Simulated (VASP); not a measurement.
# Pt (Fm-3m) in VASP: further runs

The runs below take Pt through single point, with PBE.

All numbers are computed with VASP 6.6.1; they aren't measurements. Logs are shortened: lines on timing, memory, paths and dates and some standing lists are left out, and cuts for length are marked.

## 1. The cell of the first run

Symmetry: Fm-3m, No. 225, cubic system. Conventional cell: a = 3.972 Å, b = 3.972 Å, c = 3.972 Å, α = 90.00°, β = 90.00°, γ = 90.00°. Pt (site symmetry m-3m) has 12 Pt at 2.81 Å within 3.7 Å.

## 2. Single point, PBE

The input, INCAR:

```
PREC     = Accurate       # precision mode
ENCUT    = 520            # plane-wave cutoff, eV
EDIFF    = 1E-7           # SCF threshold, eV
ISMEAR   = 0              # smearing method
SIGMA    = 0.2            # smearing width, eV
LREAL    = F              # projectors in reciprocal space
LASPH    = T              # aspherical terms in the spheres
NELM     = 80             # most SCF steps
ALGO     = Normal         # electronic algorithm
ISIF     = 2              # what is computed and relaxed
LWAVE    = F              # write WAVECAR
LCHARG   = T              # write CHGCAR
GGA      = PE             # functional
LELF     = T              # ELF
LVHAR    = T            
NBANDS   = 11             # bands
```

The input, KPOINTS:

```
Automatic mesh
0
Gamma
  14 14 14
```

The input, POSCAR:

```
Pt
1.0
    0.0000000000      1.9857786488      1.9857786488
    1.9857786488      0.0000000000      1.9857786488
    1.9857786488      1.9857786488      0.0000000000
Pt
1
Direct
    0.0000000000      0.0000000000      0.0000000000
```

Potentials or basis: VASP PAW PBE potentials, release 64 (Pt).

Run with:

```
$ cat potpaw_PBE.64/Pt/POTCAR > POTCAR
$ mpirun -np 1 vasp_std > vasp.out
```

OUTCAR:

```text
PREC = Accurate
   ENCUT = 520
   EDIFF = 1E-7
   ISMEAR = 0
   LREAL = F
   LASPH = T
   NELM = 80
   ISIF = 2
   GGA = PE

 ion  position               nearest neighbor table
   1  0.000  0.000  0.000-

  LATTYP: Found a face centered cubic cell.
 ALAT       =     3.9715572976

  Lattice vectors:

 A1 = (   0.0000000000,   1.9857786488,   1.9857786488)
 A2 = (   1.9857786488,   0.0000000000,   1.9857786488)
 A3 = (   1.9857786488,   1.9857786488,   0.0000000000)

Analysis of symmetry for initial positions (statically):
=====================================================================
 Subroutine PRICEL returns:
 Original cell was already a primitive cell.

 Routine SETGRP: Setting up the symmetry group for a
 face centered cubic supercell.

 Subroutine GETGRP returns: Found 48 space group operations
 (whereof 48 operations were pure point group operations)
 out of a pool of 48 trial point group operations.

The static configuration has the point symmetry O_h .

Analysis of symmetry for dynamics (positions and initial velocities):
=====================================================================
 Subroutine PRICEL returns:
 Original cell was already a primitive cell.

 Routine SETGRP: Setting up the symmetry group for a
 face centered cubic supercell.

 Subroutine GETGRP returns: Found 48 space group operations
 (whereof 48 operations were pure point group operations)
 out of a pool of 48 trial point group operations.

The dynamic configuration has the point symmetry O_h .

 Subroutine INISYM returns: Found 48 space group operations
 (whereof 48 operations are pure point group operations),
 and found     1 'primitive' translations

----------------------------------------------------------------------------------------

                                     Primitive cell

  volume of cell :      15.6611

  direct lattice vectors                    reciprocal lattice vectors
     0.000000000  1.985778649  1.985778649    -0.251790400  0.251790400  0.251790400
     1.985778649  0.000000000  1.985778649     0.251790400 -0.251790400  0.251790400
     1.985778649  1.985778649  0.000000000     0.251790400  0.251790400 -0.251790400

  length of vectors
     2.808315097  2.808315097  2.808315097     0.436113765  0.436113765  0.436113765

  position of ions in fractional coordinates (direct lattice)
     0.000000000  0.000000000  0.000000000

  ion indices of the primitive-cell ions
[... 74 lines left out ...]
   EDIFF  = 0.1E-06   stopping-criterion for ELM
   LREAL  =      F    real-space projection
   EDIFFG = 0.1E-05   stopping-criterion for IOM
   NSW    =      0    number of steps for IOM
   IBRION =     -1    ionic relax: 0-MD 1-quasi-New 2-CG
   NFREE  =      0    steps in history (QN), initial steepest desc. (CG)
   ISIF   =      2    stress and relaxation
   ISYM   =      2    0-nonsym 1-usesym 2-fastsym
   POTIM  = 0.5000    time-step for ionic-motion
   TEBEG  =    0.0;   TEEND  =   0.0 temperature during run
   PSTRESS=    0.0 pullay stress
   NELECT =      10.0000    total number of electrons
   NUPDOWN=      -1.0000    fix difference up-down
   EMIN   =  10.00;   EMAX   =-10.00  energy-range for DOS
   EFERMI =   0.00;   METHOD = LEGACY
   ISMEAR =     0;   SIGMA  =   0.20  broadening in eV -4-tet -1-fermi 0-gaus
   EFERMI_NEDOS =   21; number of points for ismear=-14 and -15
   IALGO  =     38    algorithm
   IMIX   =      4    mixing-type and parameters
     AMIX     =   0.40;   BMIX     =  1.00
     AMIX_MAG =   1.60;   BMIX_MAG =  1.00
  volume/ion in A,a.u.               =      15.66       105.69
  Fermi-wavevector in a.u.,A,eV,Ry     =   1.409724  2.663991 27.039142  1.987321
  Thomas-Fermi vector in A             =   2.531750
   LORBIT       =      0    0 simple, 1 ext, 2 COOP (PROOUT), +10 PAW based schemes
   GGA     = PE    functional components
   LHFCALC =     F    Hartree Fock is set to
   AEXX    =    0.0000 exact exchange contribution
   IVDW    =     0    specifies the selected vdW correction
   LEPSILON=     F    determine dielectric tensor
   LRPA    =     F    only Hartree local field effects (RPA)
 non-spin polarized calculation
 Gauss-broadening in eV      SIGMA  =   0.20
  energy-cutoff  :      520.00
  volume of cell :       15.66
 maximum number of plane-waves:       444
 NGX is ok and might be reduce to    24
   NGX = 11   NGY = 11   NGZ = 11

 number of electron      10.0000002 magnetization

 Free energy of the ion-electron system (eV)
  ---------------------------------------------------
  ext. energy  EPLUGINS =         0.00000000
  ---------------------------------------------------
  free energy    TOTEN  =        -6.12303315 eV

  energy without entropy =       -6.08727131  energy(sigma->0) =       -6.10515223

 E-fermi :  10.5464     XC(G=0): -13.2646

 val. band max:       10.5455459998   @ k =   0.4286   0.1429   0.0000
 cond. band min:      10.5501539474   @ k =   0.5000   0.5000   0.0000
 fundamental gap:      0.0046079476
 Fermi energy:        10.5463569930

 k-point     1 :       0.0000    0.0000    0.0000
  band No.  band energies     occupation
      1       0.7554      2.00000
      2       6.9907      2.00000
      3       6.9907      2.00000
      4       6.9907      2.00000
      5       9.0159      2.00000
      6       9.0159      2.00000
      7      25.2910      0.00000
      8      30.0456      0.00000
      9      30.0456      0.00000
     10      30.0456      0.00000
     11      35.2536      0.00000
[... 309 lines left out ...]
 k-point    24 :       0.2857    0.1429    0.0000
  band No.  band energies     occupation
      1       3.2138      2.00000
      2       5.9887      2.00000
      3       7.3222      2.00000
      4       7.8650      2.00000
      5       8.9272      2.00000
      6       9.7403      2.00000
      7      24.5311      0.00000
      8      27.7538      0.00000
      9      29.0763      0.00000
     10      30.5465      0.00000
     11      34.2558      0.00000

 [... further k-points ...]
[... 5 lines left out ...]
  --------------------------------------------------------------------------------------
  -------------------------------------------------------------------------------------
  Total       -0.0640804     -0.0640804     -0.0640804     -0.0000000      0.0000000      0.0000000
  in kB       -6.5556168     -6.5556168     -6.5556168     -0.0000000      0.0000000      0.0000000
  external PRESSURE =      -6.5556168 kB  Pullay stress =       0.0000000 kB

 VOLUME and BASIS-vectors are now :
 -----------------------------------------------------------------------------
  energy-cutoff  :      520.00
  volume of cell :       15.66
      direct lattice vectors                 reciprocal lattice vectors
     0.000000000  1.985778649  1.985778649    -0.251790400  0.251790400  0.251790400
     1.985778649  0.000000000  1.985778649     0.251790400 -0.251790400  0.251790400
     1.985778649  1.985778649  0.000000000     0.251790400  0.251790400 -0.251790400

 POSITION                                       TOTAL-FORCE (eV/Angst)
 -----------------------------------------------------------------------------------
      0.00000      0.00000      0.00000         0.000000      0.000000      0.000000
 -----------------------------------------------------------------------------------
    total drift:                               -0.000000      0.000000     -0.000000

  FREE ENERGIE OF THE ION-ELECTRON SYSTEM (eV)
  ---------------------------------------------------
  free  energy   TOTEN  =        -6.1230331467 eV

  energy  without entropy=       -6.0872713135  energy(sigma->0) =       -6.10515223
```

OSZICAR:

```text
N       E                     dE             d eps       ncg     rms          rms(c)
DAV:   1     0.408819699935E+02    0.40882E+02   -0.53307E+03  2344   0.840E+02
DAV:   2    -0.587577532528E+01   -0.46758E+02   -0.44970E+02  2635   0.176E+02
DAV:   3    -0.649992823973E+01   -0.62415E+00   -0.62198E+00  2618   0.195E+01
DAV:   4    -0.650247021481E+01   -0.25420E-02   -0.25418E-02  2618   0.146E+00
DAV:   5    -0.650249115328E+01   -0.20938E-04   -0.20938E-04  2689   0.125E-01    0.116E+01
DAV:   6    -0.616036004585E+01    0.34213E+00   -0.83257E-01  2468   0.715E+00    0.612E+00
DAV:   7    -0.612615712210E+01    0.34203E-01   -0.12751E-01  2609   0.274E+00    0.247E+00
DAV:   8    -0.612317528933E+01    0.29818E-02   -0.41005E-03  2480   0.545E-01    0.505E-01
DAV:   9    -0.612303032895E+01    0.14496E-03   -0.63031E-05  2585   0.716E-02    0.468E-02
DAV:  10    -0.612303327169E+01   -0.29427E-05   -0.26401E-06  2846   0.135E-02    0.367E-03
DAV:  11    -0.612303315569E+01    0.11600E-06   -0.48246E-08  2212   0.187E-03    0.625E-04
DAV:  12    -0.612303314673E+01    0.89602E-08   -0.28946E-09  1321   0.393E-04
   1 F= -.61230331E+01 E0= -.61051522E+01  d E =-.357618E-01
```

It took 21 s on 1 thread of AMD EPYC 7R13, shared host; peak memory 0.15 GiB.

What came out:

- Free energy: -6.1230 eV
- Pressure: -0.7 GPa
- Band gap on the k mesh: zero (band 5 reaches 11.01 eV, above the bottom of band 6 at 8.92 eV)

Caveat: spin-orbit coupling is left out, which moves the levels of the heavy elements.

## 3. Single point, PBE

The input, INCAR:

```
SYSTEM = Pt
PREC = Accurate ; ENCUT = 520
EDIFF = 1E-6 ; ISMEAR = 0
SIGMA = 0.3 ; LREAL = .False.
LASPH = .True. ; NELM = 100
ALGO = Normal ; ISIF = 2
LWAVE = .False. ; LCHARG = .False.
GGA = PE ; NBANDS = 11
```

The input, KPOINTS:

```
regular mesh
0
Gamma
  14 14 14
  0 0 0
```

POSCAR is that of step 2.

Potentials or basis: VASP PAW PBE potentials, release 64 (Pt).

Run with:

```
$ cat potpaw_PBE.64/Pt/POTCAR > POTCAR
$ mpirun -np 1 vasp_std > vasp.out
```

Run time: 20 s. Hardware: 1 thread of AMD EPYC 7R13, shared host; peak memory 0.15 GiB.

Results (log left out):

| Quantity | Value |
| --- | --- |
| Free energy | -6.1444 eV |
| Pressure | -0.3 GPa |
| Band gap on the k mesh | zero (band 5 reaches 11.01 eV, above the bottom of band 6 at 8.92 eV) |

Levels at points of the mesh, in eV from the Fermi level:
```tsv
k point	band 2	band 3	band 4	band 5	band 6	band 7	band 8	band 9
(0.00, 0.00, 0.00)	-3.57	-3.57	-3.57	-1.55	-1.55	14.73	19.48	19.48
(0.50, 0.00, 0.00)	-3.63	-3.63	-0.33	0.02	0.02	5.55	14.28	18.71
(0.50, 0.50, 0.00)	-6.24	-0.01	0.45	0.45	1.84	8.47	11.26	11.26
```

Caveat: spin-orbit coupling is left out, which moves the levels of the heavy elements.
